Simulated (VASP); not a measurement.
The system is C.

```xyz
2
Lattice="1.2280 0.7090 3.3470 -1.2280 0.7090 3.3470 0.0000 -1.4180 3.3470" Properties=species:S:1:pos:R:3 pbc="T T T"
C     0.0000    0.0000    1.6467
C     0.0000    0.0000    8.3943
```

Base run:

```yaml
Program: VASP 6.6.1
Functional: PBE
Potentials_or_basis: VASP PAW PBE potentials, release 64 (C)
Cutoff: 520 eV
k_mesh: 24 × 24 × 24
Occupations: fermi-dirac, width 0.03 eV
Spin: no spin polarisation
```

Its results: band gap on the k mesh 0.58 eV, direct; pressure 4.8 GPa; largest force 0.867 eV/Å.

Question: The run is repeated on the same cell with these changes: k mesh from 24 × 24 × 24 to 13 × 13 × 13. What comes out?

Answer: Band gap on the k mesh 0.65 eV, direct; pressure 4.8 GPa; largest force 0.871 eV/Å.

A k mesh can miss the band edges.
